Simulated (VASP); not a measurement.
# KCl (Pm-3m) in VASP: a series of runs

The runs below take KCl through relaxation of cell and atoms, single point, with r2SCAN.

All numbers are computed with VASP 6.6.1; they aren't measurements. Logs are shortened: lines on timing, memory, paths and dates and some standing lists are left out, and cuts for length are marked.

## 1. The cell of the first run

Symmetry: Pm-3m, No. 221, cubic system. The conventional cell has a = 3.770 Å, b = 3.770 Å, c = 3.770 Å, α = 90.00°, β = 90.00°, γ = 90.00°. Within 4.3 Å of K (site symmetry m-3m) lie 8 Cl at 3.27 Å and 6 K at 3.77 Å. Cl (site symmetry m-3m) has 8 K at 3.27 Å and 6 Cl at 3.77 Å within 4.3 Å.

## 2. Relaxation of cell and atoms, r2SCAN

Contents of POSCAR:

```
KCl
1.0
    3.7704587559      0.0000000000      0.0000000000
    0.0000000000      3.7704587559      0.0000000000
    0.0000000000      0.0000000000      3.7704587559
K Cl
1 1
Direct
    0.0000000000      0.0000000000      0.0000000000
    0.5000000000      0.5000000000      0.5000000000
```

Contents of INCAR.step1:

```
PREC = Accurate
ENCUT = 600
ISMEAR = 0
SIGMA = 0.01
LREAL = F
LASPH = T
NELM = 100
GGA = PE
ALGO = Normal
EDIFF = 1E-4
LWAVE = T
LCHARG = F
```

Contents of INCAR.step2:

```
PREC = Accurate
ENCUT = 600
EDIFF = 1E-6
ISMEAR = 0
SIGMA = 0.01
LREAL = F
LASPH = T
NELM = 100
ALGO = Normal
ISIF = 3
LWAVE = F
LCHARG = F
METAGGA = R2SCAN
LMIXTAU = T
IBRION = 2
NSW = 80
EDIFFG = -0.001
ISTART = 1
```

Contents of KPOINTS:

```
Automatic mesh
0
Gamma
  6 6 6
```

Potentials or basis: VASP PAW PBE potentials, release 64 (K_sv, Cl).

Started as:

```
cat potpaw_PBE.64/K_sv/POTCAR potpaw_PBE.64/Cl/POTCAR > POTCAR
cp INCAR.step1 INCAR
mpirun -np 1 vasp_std > vasp.out
cp INCAR.step2 INCAR
mpirun -np 1 vasp_std > vasp.out
```

OUTCAR:

```text
PREC = Accurate
   ENCUT = 600
   EDIFF = 1E-6
   ISMEAR = 0
   LREAL = F
   LASPH = T
   NELM = 100
   ISIF = 3
   METAGGA = R2SCAN
   IBRION = 2
   NSW = 80
   EDIFFG = -0.001
   ISTART = 1

 ion  position               nearest neighbor table
   1  0.000  0.000  0.000-
   2  0.500  0.500  0.500-

  LATTYP: Found a simple cubic cell.
 ALAT       =     3.7704587559

  Lattice vectors:

 A1 = (   3.7704587559,   0.0000000000,   0.0000000000)
 A2 = (   0.0000000000,   3.7704587559,   0.0000000000)
 A3 = (   0.0000000000,   0.0000000000,   3.7704587559)

Analysis of symmetry for initial positions (statically):
=====================================================================
 Subroutine PRICEL returns:
 Original cell was already a primitive cell.

 Routine SETGRP: Setting up the symmetry group for a
 simple cubic supercell.

 Subroutine GETGRP returns: Found 48 space group operations
 (whereof 48 operations were pure point group operations)
 out of a pool of 48 trial point group operations.

The static configuration has the point symmetry O_h .

Analysis of symmetry for dynamics (positions and initial velocities):
=====================================================================
 Subroutine PRICEL returns:
 Original cell was already a primitive cell.

 Routine SETGRP: Setting up the symmetry group for a
 simple cubic supercell.

 Subroutine GETGRP returns: Found 48 space group operations
 (whereof 48 operations were pure point group operations)
 out of a pool of 48 trial point group operations.

The dynamic configuration has the point symmetry O_h .

 Subroutine INISYM returns: Found 48 space group operations
 (whereof 48 operations are pure point group operations),
 and found     1 'primitive' translations

----------------------------------------------------------------------------------------

                                     Primitive cell

  volume of cell :      53.6022

  direct lattice vectors                    reciprocal lattice vectors
     3.770458756  0.000000000  0.000000000     0.265219716  0.000000000  0.000000000
     0.000000000  3.770458756  0.000000000     0.000000000  0.265219716  0.000000000
     0.000000000  0.000000000  3.770458756     0.000000000  0.000000000  0.265219716

  length of vectors
     3.770458756  3.770458756  3.770458756     0.265219716  0.265219716  0.265219716

  position of ions in fractional coordinates (direct lattice)
     0.000000000  0.000000000  0.000000000
     0.500000000  0.500000000  0.500000000

  ion indices of the primitive-cell ions
   primitive index   ion index
                 1           1
                 2           2

----------------------------------------------------------------------------------------

 KPOINTS: Automatic mesh

Automatic generation of k-mesh.
 Grid dimensions read from file:
 generate k-points for:    6    6    6

 Generating k-lattice:

  Cartesian coordinates                     Fractional coordinates (reciprocal lattice)
     0.044203286  0.000000000  0.000000000     0.166666667  0.000000000  0.000000000
     0.000000000  0.044203286  0.000000000     0.000000000  0.166666667  0.000000000
     0.000000000  0.000000000  0.044203286     0.000000000  0.000000000  0.166666667

  Length of vectors
     0.044203286  0.044203286  0.044203286

  Shift w.r.t. Gamma in fractional coordinates (k-lattice)
     0.000000000  0.000000000  0.000000000

 Subroutine IBZKPT returns following result:
 ===========================================

 Found     20 irreducible k-points:

 Following reciprocal coordinates:
            Coordinates               Weight
  0.000000  0.000000  0.000000      1.000000
  0.166667  0.000000  0.000000      6.000000
  0.333333  0.000000  0.000000      6.000000
  0.500000  0.000000  0.000000      3.000000
  0.166667  0.166667  0.000000     12.000000
  0.333333  0.166667  0.000000     24.000000
[... 12 lines left out ...]
  0.500000  0.500000  0.333333      6.000000
  0.500000  0.500000  0.500000      1.000000
   k-points           NKPTS =     20   k-points in BZ     NKDIM =     20   number of bands    NBANDS=     12
   number of dos      NEDOS =    301   number of ions     NIONS =      2
   total plane-waves  NPLWV =  27000
   dimension x,y,z NGX =    30 NGY =   30 NGZ =   30
   dimension x,y,z NGXF=    60 NGYF=   60 NGZF=   60
   ions per type =               1   1
   NGX,Y,Z   is equivalent  to a cutoff of  13.23, 13.23, 13.23 a.u.
   NGXF,Y,Z  is equivalent  to a cutoff of  26.46, 26.46, 26.46 a.u.
 SYSTEM =  unknown system
   PREC   = accura    normal or accurate (medium, high low for compatibility)
   ISTART =      1    job   : 0-new  1-cont  2-samecut
   ICHARG =      0    charge: 1-file 2-atom 10-const
   ISPIN  =      1    spin polarized calculation?
   LNONCOLLINEAR =      F non collinear calculations
   LSORBIT =      F    spin-orbit coupling
   LASPH  =      T    aspherical Exc in radial PAW
   ENCUT  =  600.0 eV  44.10 Ry    6.64 a.u.   7.53  7.53  7.53*2*pi/ulx,y,z
   NELM   =    100;   NELMIN=  2; NELMDL=  0     # of ELM steps
   EDIFF  = 0.1E-05   stopping-criterion for ELM
   LREAL  =      F    real-space projection
   EDIFFG = -.1E-02   stopping-criterion for IOM
   NSW    =     80    number of steps for IOM
   IBRION =      2    ionic relax: 0-MD 1-quasi-New 2-CG
   NFREE  =      1    steps in history (QN), initial steepest desc. (CG)
   ISIF   =      3    stress and relaxation
   ISYM   =      2    0-nonsym 1-usesym 2-fastsym
   POTIM  = 0.5000    time-step for ionic-motion
   TEBEG  =    0.0;   TEEND  =   0.0 temperature during run
   PSTRESS=    0.0 pullay stress
   NELECT =      16.0000    total number of electrons
   NUPDOWN=      -1.0000    fix difference up-down
   EMIN   =  10.00;   EMAX   =-10.00  energy-range for DOS
   EFERMI =   0.00;   METHOD = LEGACY
   ISMEAR =     0;   SIGMA  =   0.01  broadening in eV -4-tet -1-fermi 0-gaus
   EFERMI_NEDOS =   21; number of points for ismear=-14 and -15
   IALGO  =     38    algorithm
   IMIX   =      4    mixing-type and parameters
     AMIX     =   0.40;   BMIX     =  1.00
     AMIX_MAG =   1.60;   BMIX_MAG =  1.00
  volume/ion in A,a.u.               =      26.80       180.86
  Fermi-wavevector in a.u.,A,eV,Ry     =   1.094092  2.067535 16.286690  1.197038
  Thomas-Fermi vector in A             =   2.230390
   LORBIT       =      0    0 simple, 1 ext, 2 COOP (PROOUT), +10 PAW based schemes
   METAGGA = R2SCAN    functional components
   LHFCALC =     F    Hartree Fock is set to
   AEXX    =    0.0000 exact exchange contribution
   IVDW    =     0    specifies the selected vdW correction
   LEPSILON=     F    determine dielectric tensor
   LRPA    =     F    only Hartree local field effects (RPA)
 conjugate gradient relaxation of ions
 non-spin polarized calculation
 Gauss-broadening in eV      SIGMA  =   0.01
  energy-cutoff  :      600.00
  volume of cell :       53.60
 maximum number of plane-waves:      1811
   NGX = 15   NGY = 15   NGZ = 15

--------------------------------------- Ionic step        1  -------------------------------------------

 number of electron      15.9999999 magnetization

 Free energy of the ion-electron system (eV)
  ---------------------------------------------------
  ext. energy  EPLUGINS =         0.00000000
  ---------------------------------------------------
  free energy    TOTEN  =       -16.40884289 eV

  energy without entropy =      -16.40884289  energy(sigma->0) =      -16.40884289

------------------------ aborting loop because EDIFF is reached ----------------------------------------

  FORCE on cell =-STRESS in cart. coord.  units (eV):
  Direction    XX          YY          ZZ          XY          YZ          ZX
  --------------------------------------------------------------------------------------
  -------------------------------------------------------------------------------------
  Total        0.0055027      0.0055027      0.0055027      0.0000000     -0.0000000      0.0000000
  in kB        0.1644766      0.1644766      0.1644766      0.0000000     -0.0000000      0.0000000
  external PRESSURE =       0.1644766 kB  Pullay stress =       0.0000000 kB

 VOLUME and BASIS-vectors are now :
 -----------------------------------------------------------------------------
  energy-cutoff  :      600.00
  volume of cell :       53.60
      direct lattice vectors                 reciprocal lattice vectors
     3.770458756  0.000000000  0.000000000     0.265219716  0.000000000  0.000000000
     0.000000000  3.770458756  0.000000000     0.000000000  0.265219716  0.000000000
     0.000000000  0.000000000  3.770458756     0.000000000  0.000000000  0.265219716
[... 73 lines left out ...]
 POSITION                                       TOTAL-FORCE (eV/Angst)
 -----------------------------------------------------------------------------------
      0.00000      0.00000      0.00000         0.000000      0.000000      0.000000
      1.88623      1.88623      1.88623        -0.000000     -0.000000      0.000000
 -----------------------------------------------------------------------------------
    total drift:                                0.000000      0.000000     -0.000000

  FREE ENERGIE OF THE ION-ELECTRON SYSTEM (eV)
  ---------------------------------------------------
  free  energy   TOTEN  =       -16.4088496049 eV

  energy  without entropy=      -16.4088496049  energy(sigma->0) =      -16.40884960

--------------------------------------- Ionic step        4  -------------------------------------------

 number of electron      15.9999999 magnetization

 Free energy of the ion-electron system (eV)
  ---------------------------------------------------
  ext. energy  EPLUGINS =         0.00000000
  ---------------------------------------------------
  free energy    TOTEN  =       -16.40884694 eV

  energy without entropy =      -16.40884694  energy(sigma->0) =      -16.40884694

 E-fermi :  -0.8631     XC(G=0):  -8.7330

 val. band max:       -0.9607730348   @ k =   0.5000   0.5000   0.0000
 cond. band min:       4.8459970453   @ k =   0.0000   0.0000   0.0000
 fundamental gap:      5.8067700801
 Fermi energy:        -0.8630811227

 k-point     1 :       0.0000    0.0000    0.0000
  band No.  band energies     occupation
      1     -30.0464      2.00000
      2     -14.1937      2.00000
      3     -12.6556      2.00000
      4     -12.6556      2.00000
      5     -12.6556      2.00000
      6      -1.1768      2.00000
      7      -1.1768      2.00000
      8      -1.1768      2.00000
      9       4.8460      0.00000
     10       6.1322      0.00000
     11       6.1322      0.00000
     12      10.6414      0.00000

 k-point     2 :       0.1667    0.0000    0.0000
  band No.  band energies     occupation
      1     -30.0406      2.00000
      2     -14.2301      2.00000
      3     -12.6465      2.00000
      4     -12.6465      2.00000
      5     -12.6272      2.00000
      6      -1.6854      2.00000
      7      -1.1805      2.00000
      8      -1.1805      2.00000
      9       5.4792      0.00000
     10       6.3735      0.00000
     11       6.7457      0.00000
     12      10.5446      0.00000
[... 290 lines left out ...]
 POSITION                                       TOTAL-FORCE (eV/Angst)
 -----------------------------------------------------------------------------------
      0.00000      0.00000      0.00000         0.000000      0.000000      0.000000
      1.88571      1.88571      1.88571        -0.000000     -0.000000      0.000000
 -----------------------------------------------------------------------------------
    total drift:                                0.000000      0.000000     -0.000000

  FREE ENERGIE OF THE ION-ELECTRON SYSTEM (eV)
  ---------------------------------------------------
  free  energy   TOTEN  =       -16.4088469404 eV

  energy  without entropy=      -16.4088469404  energy(sigma->0) =      -16.40884694

 reached required accuracy - stopping structural energy minimisation
```

Wall time 74 s (1 thread of AMD EPYC 9R45 (Zen 5), shared host); peak memory 0.15 GiB.

Results:

- Free energy: -16.4088 eV
- Relaxed volume: 26.82 Å³/atom
- Relaxed cell: a = 3.771 Å, b = 3.771 Å, c = 3.771 Å, α = 90.00°, β = 90.00°, γ = 90.00°
- Space group after relaxing (to 0.05 Å): Pm-3m (No. 221)
- Energy gained by relaxing: 0.0 meV/atom
- Ionic steps: 4
- Pressure after relaxing: 0.0 GPa
- Band gap on the k mesh: 5.81 eV, indirect (least direct gap 6.02 eV)

Final structure:
```
CELL_PARAMETERS angstrom
3.77141 0.00000 0.00000
0.00000 3.77141 0.00000
0.00000 0.00000 3.77141
ATOMIC_POSITIONS crystal
K 0.00000 0.00000 0.00000
Cl 0.50000 0.50000 0.50000
```

Levels at points of the mesh, in eV from the valence-band top:
```
           k point  band 6  band 7  band 8  band 9  band 10  band 11
(0.00, 0.00, 0.00)   -0.22   -0.22   -0.22    5.81     7.09     7.09
(0.50, 0.00, 0.00)   -1.90   -0.23   -0.23    8.56     8.73     9.32
(0.50, 0.50, 0.00)   -1.30   -1.30    0.00    6.86     8.08     9.73
(0.50, 0.50, 0.50)   -1.45   -1.45   -1.45    9.67     9.67     9.67
```

Caveat: the PAW data sets were made with another functional, which shifts forces and pressure a little.

[end of part 1 of 2]
